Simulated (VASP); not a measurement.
The system is Zn3S4.

```
CELL_PARAMETERS angstrom
2.31625 -3.54424 0.00000
2.31625 3.54424 0.00000
0.00000 0.00000 9.01124
ATOMIC_POSITIONS crystal
Zn 0.00000 0.00000 0.35122
Zn 0.00000 0.00000 0.64878
Zn 0.50000 0.50000 0.50000
S 0.25000 0.75000 0.12500
S 0.75000 0.25000 0.12500
S 0.25000 0.75000 0.87500
S 0.75000 0.25000 0.87500
```

The cell was built from a structure type or drawn by symmetry, and may not be a known phase.

- Program: VASP 6.6.1
- Task: relaxation of cell and atoms
- Functional: PBE
- Potentials or basis: VASP PAW PBE potentials, release 64 (Zn, S)
- Cutoff: 600 eV
- k mesh: 4 × 4 × 2
- Occupations: gaussian, width 0.1 eV
- Spin: no spin polarisation

At the start: pressure -1.5 GPa; volume 21.14 Å³/atom.

Question: How do energy, volume and symmetry change on relaxing?

Answer: Over 46 steps the energy falls by 351.9 meV/atom and the volume is 22.72 Å³/atom (+7.5 %); space group Cmmm (No. 65, to 0.1 Å) before and after.

Step by step:
```
step  energy change (eV)  largest force (eV/Å)  pressure (GPa)  volume (Å³)
   1              0.0000                0.3750           -1.46       147.95
   3             -0.2144                1.2271            2.48       136.03
   5             -0.2660                1.7365            5.02       130.76
   7             -0.3058                2.1137            8.24       125.46
   9             -0.3803                2.0636            9.90       122.91
  11             -0.3883                2.1037           11.35       121.31
  13             -0.6598                1.7616            9.87       122.83
  15             -1.3944                0.7533            4.67       129.78
  17             -1.7171                0.6054           -0.37       142.02
  19             -1.9899                0.5554           -2.14       147.21
  21             -2.2128                0.6005           -2.11       146.02
  23             -2.3008                0.1956            0.88       140.59
  25             -2.3335                0.2525            0.69       142.08
  27             -2.3494                0.1356           -0.55       144.91
  29             -2.3655                0.1127            0.14       144.06
  31             -2.3769                0.1193            1.16       144.26
  33             -2.3877                0.1266            1.05       145.73
  35             -2.4218                0.2189            0.70       152.40
  37             -2.4459                0.1300           -0.61       156.88
  39             -2.4588                0.0929           -0.08       157.09
  41             -2.4606                0.0721            0.29       157.01
  43             -2.4619                0.0566            0.14       157.65
  45             -2.4626                0.0391           -0.05       158.64
  46             -2.4636                0.0247           -0.10       159.06
```

Final structure:
```
Zn S
1.0
     2.62673   -3.74947    0.00000
     2.62673    3.74947    0.00000
     0.00000    0.00000    8.07520
Zn S
3 4
Cartesian
  2.6267 -3.7495 2.7428
  2.6267 -3.7495 5.3324
  2.6267 0.0000 4.0376
  2.6267 1.6548 2.0542
  2.6267 -1.6548 2.0542
  2.6267 1.6548 6.0210
  2.6267 -1.6548 6.0210
```

Caveat: the k points lie up to 0.39 Å⁻¹ apart in the final cell, too coarse for converged energies and pressures of a metal.
